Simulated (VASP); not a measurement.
WS2: single point with PBEsol

System: WS2, a slab with vacuum.

```
W S
1.0
     3.02149    0.00000    0.00000
    -1.51074    2.61668    0.00000
     0.00000    0.00000   24.53266
W S
2 4
Direct
  0.33333 0.66667 0.63457
  0.66667 0.33333 0.36543
  0.33333 0.66667 0.29897
  0.66667 0.33333 0.56805
  0.33333 0.66667 0.43195
  0.66667 0.33333 0.70103
```

```
Program                : VASP 6.6.1
Task                   : single point
Functional             : PBEsol
Potentials or basis    : VASP PAW PBE potentials, release 64 (W_sv, S)
Cutoff                 : 520 eV
k mesh                 : 12 × 12 × 2
Occupations            : gaussian, width 0.05 eV
Spin                   : no spin polarisation
Dipole correction      : no
Further INCAR settings : ALGO = Normal; EDIFF = 1e-07; NBANDS = 35
```

```
Largest force          : 0.313 eV/Å
Band gap on the k mesh : 1.46 eV (least direct gap 2.35 eV)
```

Forces on the atoms (eV/Å):
```
W    0.000  0.000 -0.003
W    0.000  0.000  0.003
S    0.000  0.000  0.313
S    0.000  0.000  0.303
S    0.000  0.000 -0.303
S    0.000  0.000 -0.313
```

Levels at points of the mesh, in eV from the valence-band top:
| k point | band 23 | band 24 | band 25 | band 26 | band 27 | band 28 | band 29 | band 30 |
| --- | --- | --- | --- | --- | --- | --- | --- | --- |
| (0.00, 0.00, 0.00) | -1.09 | -1.09 | -1.03 | -0.43 | 3.26 | 3.26 | 3.30 | 3.30 |
| (0.50, 0.00, 0.00) | -1.14 | -1.14 | -0.83 | -0.78 | 3.33 | 3.54 | 3.66 | 3.67 |
| (0.00, 0.00, 0.50) | -1.09 | -1.09 | -1.03 | -0.43 | 3.26 | 3.26 | 3.30 | 3.30 |
| (0.50, 0.00, 0.50) | -1.14 | -1.14 | -0.83 | -0.78 | 3.33 | 3.54 | 3.66 | 3.67 |

Wall time 6.1 min on 1 thread of Intel(R) Xeon(R) Platinum 8488C (Sapphire Rapids), on a shared host, peak memory 0.43 GiB.

Caveat: there is no dipole correction, which matters where the two faces differ; the PAW data sets were made with another functional, which shifts forces and pressure a little; spin-orbit coupling is left out, which moves the levels of the heavy elements.
